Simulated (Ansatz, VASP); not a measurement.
One calculation of SiC, two programs

```
Si C
1.0
     3.09192    0.00000    0.00000
     0.00000    5.07428    0.00000
     0.00000    0.00000   19.57020
Si C
4 4
Direct
  0.00000 0.58566 0.42350
  0.50000 0.05874 0.44732
  0.50000 0.55876 0.55268
  0.00000 0.08568 0.57650
  0.00000 0.92723 0.41304
  0.50000 0.42833 0.45123
  0.50000 0.92835 0.54877
  0.00000 0.42724 0.58696
```

Alike in both runs: functional PBE; k mesh 8 × 5 × 1; occupations fermi-dirac, width 0.02 eV; no spin polarisation.

Ansatz relaxed the structure, and its values are those at the end. VASP's run is a single point on that final structure, the one shown.

```csv
,VASP,Ansatz
version,VASP 6.6.1,Ansatz 0.2.0
potentials or method,"VASP PAW PBE potentials, release 64 (Si, C)","PAW with Ansatz's default frozen-core files, scalar-relativistic"
plane-wave cutoff (eV),520,420
valence electrons in the cell,32,32
```

Ansatz gave:

| Quantity | Value |
| --- | --- |
| gap on the k mesh at the Fermi level (eV) | 1.27 |
| rms of the force components (eV/Å) | 0.003 |

Question: What did VASP give for the same quantities?

Answer: gap on the k mesh at the Fermi level (eV): 1.26; rms of the force components (eV/Å): 0.006.

Ansatz's warnings: stress scf threshold loose.
